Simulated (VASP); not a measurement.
Set up this calculation in VASP 6.6.1, as the native input.

| Item | Value |
| --- | --- |
| Task | single point |
| Functional | PBE |
| Potentials or basis | VASP PAW PBE potentials, release 64 (Eu, Os) |
| Cutoff | 520 eV |
| k mesh | 10 × 10 × 10 |
| Occupations | gaussian, width 0.05 eV |
| Spin | collinear spin, ferromagnetic start |
| Starting moments | [7.0, 0.0] μB |
| Dipole correction | no |
| Further INCAR settings | ALGO = Fast; EDIFF = 1e-06; NBANDS = 24 |

The structure of EuOs lies in POSCAR:

```
EuOs
1.0
    3.4093843625      0.0000000000      0.0000000000
    0.0000000000      3.4093843625      0.0000000000
    0.0000000000      0.0000000000      3.4093843625
Eu Os
1 1
Direct
    0.0000000000      0.0000000000      0.0000000000
    0.5000000000      0.5000000000      0.5000000000
```

One way to write it, as run:

INCAR

```
PREC     = Accurate       # precision mode
ENCUT    = 520            # plane-wave cutoff, eV
EDIFF    = 1E-6           # SCF threshold, eV
ISMEAR   = 0              # smearing method
SIGMA    = 0.05           # smearing width, eV
LREAL    = False          # projectors in reciprocal space
LASPH    = True           # aspherical terms in the spheres
NELM     = 150            # most SCF steps
ALGO     = Fast           # electronic algorithm
ISIF     = 2              # what is computed and relaxed
LWAVE    = False          # write WAVECAR
LCHARG   = False          # write CHGCAR
ISPIN    = 2              # spin polarisation
MAGMOM   = 7 0            # initial moments
LORBIT   = 11             # projections on sites
LMAXMIX  = 6              # l up to which the mixer works
GGA      = PE             # functional
NBANDS   = 24             # bands
```

KPOINTS

```
Automatic mesh
0
Gamma
  10 10 10
```

Potentials or basis: VASP PAW PBE potentials, release 64 (Eu, Os).

Command:

```sh
$ cat potpaw_PBE.64/Eu/POTCAR potpaw_PBE.64/Os/POTCAR > POTCAR
$ mpirun -np 1 vasp_std > vasp.out
```

Results of the run:

| Quantity | Value |
| --- | --- |
| Pressure | 4.8 GPa |
| Net moment | 5.86 μB per cell |
| Site moments | Eu +6.25; Os -0.66 μB |
| Valence electrons inside the program's atomic spheres | Eu 14.87; Os 7.06 |

Caveat: the cell stands under pressure.

Run time: 4.2 min on 1 thread of Intel(R) Xeon(R) Platinum 8488C (Sapphire Rapids) (shared host), peak memory 0.26 GiB.
